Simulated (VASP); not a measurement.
# Ge5Br (P-62m) in VASP: notebook, part 2 of 2

VASP 6.6.1. Earlier steps stand in the parts before.

### 3 Single point, PBE

This run uses another cell than the first one, of 21.56 Å³/atom.

INCAR

```
SYSTEM = Ge5Br
PREC = Accurate ; ENCUT = 520
EDIFF = 1E-6 ; ISMEAR = 0
SIGMA = 0.1 ; LREAL = .FALSE.
LASPH = .TRUE. ; NELM = 60
ALGO = Normal ; ISIF = 2
LWAVE = .FALSE. ; LCHARG = .FALSE.
GGA = PE ; NBANDS = 48
```

KPOINTS

```
regular mesh
0
G
  3 3 4
  0 0 0
```

POSCAR

```
Ge5Br
1.0
    5.6516902873      0.0000000028      0.0000000000
   -2.8258451461      4.8945073618      0.0000000000
    0.0000000000      0.0000000000      4.6763746368
Ge Br
5 1
Direct
    0.3333333333      0.6666666667      0.5000000000
    0.0000000000      0.5765012460      0.0000000000
    0.5765012460      0.0000000000      0.0000000000
    0.4234987540      0.4234987540      0.0000000000
    0.6666666667      0.3333333333      0.5000000000
    0.0000000000      0.0000000000      0.5000000000
```

Potentials or basis: VASP PAW PBE potentials, release 64 (Ge_d, Br).

On the command line:

```console
> cat potpaw_PBE.64/Ge_d/POTCAR potpaw_PBE.64/Br/POTCAR > POTCAR
> mpirun -np 1 vasp_std > vasp.out
```

OUTCAR:

```text
SYSTEM = Ge5Br
   PREC = Accurate
   ENCUT = 520
   EDIFF = 1E-6
   ISMEAR = 0
   LREAL = .FALSE.
   LASPH = .TRUE.
   NELM = 60
   ISIF = 2
   GGA = PE

 ion  position               nearest neighbor table
   1  0.333  0.667  0.500-   2 2.88   2 2.88   3 2.88   3 2.88   4 2.88   4 2.88
   2  0.000  0.577  0.000-   1 2.88   1 2.88   5 2.88   5 2.88
   3  0.577  0.000  0.000-   5 2.88   5 2.88   1 2.88   1 2.88
   4  0.423  0.423  0.000-   5 2.88   5 2.88   1 2.88   1 2.88
   5  0.667  0.333  0.500-   3 2.88   3 2.88   2 2.88   2 2.88   4 2.88   4 2.88
   6  0.000  0.000  0.500-

  LATTYP: Found a hexagonal cell.
 ALAT       =     5.6516902873
 C/A-ratio  =     0.8274293882

  Lattice vectors:

 A1 = (   5.6516902873,   0.0000000028,   0.0000000000)
 A2 = (  -2.8258451461,   4.8945073618,   0.0000000000)
 A3 = (   0.0000000000,   0.0000000000,   4.6763746368)

Analysis of symmetry for initial positions (statically):
=====================================================================
 Subroutine PRICEL returns:
 Original cell was already a primitive cell.

[... 165 lines left out ...]
 cond. band min:       5.3524694931   @ k =   0.3333  -0.0000   0.5000
 fundamental gap:      0.2892370015
 Fermi energy:         5.1602748519

 k-point     1 :       0.0000    0.0000    0.0000
  band No.  band energies     occupation
      1     -19.6286      2.00000
      2     -19.6286      2.00000
      3     -19.6187      2.00000
      4     -19.6187      2.00000
      5     -19.6121      2.00000
      6     -19.6121      2.00000
[... 448 lines left out ...]
     47       9.9816      0.00000
     48       9.9853      0.00000

------------------------ aborting loop because EDIFF is reached ----------------------------------------

  FORCE on cell =-STRESS in cart. coord.  units (eV):
  Direction    XX          YY          ZZ          XY          YZ          ZX
  --------------------------------------------------------------------------------------
  -------------------------------------------------------------------------------------
  Total        0.0313054      0.0313054      0.0069485     -0.0000000      0.0000000      0.0000000
  in kB        0.3877335      0.3877335      0.0860612     -0.0000000      0.0000000      0.0000000
  external PRESSURE =       0.2871761 kB  Pullay stress =       0.0000000 kB

 VOLUME and BASIS-vectors are now :
 -----------------------------------------------------------------------------
  energy-cutoff  :      520.00
  volume of cell :      129.36
      direct lattice vectors                 reciprocal lattice vectors
     5.651690287  0.000000003  0.000000000     0.176938217  0.102155327  0.000000000
    -2.825845146  4.894507362  0.000000000    -0.000000000  0.204310654  0.000000000
     0.000000000  0.000000000  4.676374637     0.000000000  0.000000000  0.213840866

 POSITION                                       TOTAL-FORCE (eV/Angst)
 -----------------------------------------------------------------------------------
     -0.00000      3.26300      2.33819        -0.000000     -0.000000      0.000000
     -1.62910      2.82169      0.00000        -0.002907      0.005034      0.000000
      3.25821      0.00000      0.00000         0.005813      0.000000      0.000000
      1.19674      2.07282      0.00000        -0.002907     -0.005034     -0.000000
      2.82585      1.63150      2.33819        -0.000000     -0.000000      0.000000
      0.00000      0.00000      2.33819        -0.000000     -0.000000      0.000000
 -----------------------------------------------------------------------------------
    total drift:                               -0.000003     -0.000006     -0.000002

  FREE ENERGIE OF THE ION-ELECTRON SYSTEM (eV)
  ---------------------------------------------------
  free  energy   TOTEN  =       -22.5306551669 eV

  energy  without entropy=      -22.5230778576  energy(sigma->0) =      -22.52686651
```

OSZICAR:

```text
N       E                     dE             d eps       ncg     rms          rms(c)
DAV:   1     0.878681354835E+03    0.87868E+03   -0.36055E+04  1056   0.422E+03
DAV:   2     0.149209906774E+03   -0.72947E+03   -0.70291E+03   864   0.107E+03
DAV:   3    -0.945662822885E+01   -0.15867E+03   -0.15266E+03   920   0.246E+02
DAV:   4    -0.223195061093E+02   -0.12863E+02   -0.12697E+02  1048   0.746E+01
DAV:   5    -0.226488766070E+02   -0.32937E+00   -0.32925E+00   936   0.146E+01    0.519E+00
DAV:   6    -0.225499365488E+02    0.98940E-01   -0.17922E-01  1464   0.990E+00    0.305E+00
DAV:   7    -0.225307741256E+02    0.19162E-01   -0.16570E-01   952   0.328E+00    0.476E-01
DAV:   8    -0.225302724655E+02    0.50166E-03   -0.24675E-02  1064   0.205E+00    0.184E-01
DAV:   9    -0.225305761375E+02   -0.30367E-03   -0.27979E-03   968   0.653E-01    0.593E-02
DAV:  10    -0.225306471540E+02   -0.71016E-04   -0.33912E-04  1040   0.213E-01    0.273E-02
DAV:  11    -0.225306537800E+02   -0.66260E-05   -0.28020E-05  1072   0.797E-02    0.915E-03
DAV:  12    -0.225306548485E+02   -0.10686E-05   -0.66196E-06  1056   0.320E-02    0.204E-03
DAV:  13    -0.225306551669E+02   -0.31837E-06   -0.17363E-06   632   0.173E-02
   1 F= -.22530655E+02 E0= -.22526867E+02  d E =-.757731E-02
```

It took 2.2 min on 1 thread of Oxide Virtual Turin-like, shared host; peak memory 0.21 GiB.

What came out:

```
Free energy            : -22.5307 eV
Pressure               : 0.0 GPa
Largest force          : 0.006 eV/Å
Band gap on the k mesh : zero (an odd number of electrons rules out a gap without spin polarisation)
```

Forces on the atoms (eV/Å):
```
Ge   0.000  0.000  0.000
Ge  -0.003  0.005  0.000
Ge   0.006  0.000  0.000
Ge  -0.003 -0.005  0.000
Ge   0.000  0.000  0.000
Br   0.000  0.000  0.000
```

Caveat: the k points lie up to 0.43 Å⁻¹ apart, too coarse for converged energies and pressures of a metal; an odd number of electrons without spin polarisation forces a metal; a magnetic or distorted state may lie lower.

The gap in the log of VASP goes by the Fermi energy; the results here count the filled bands.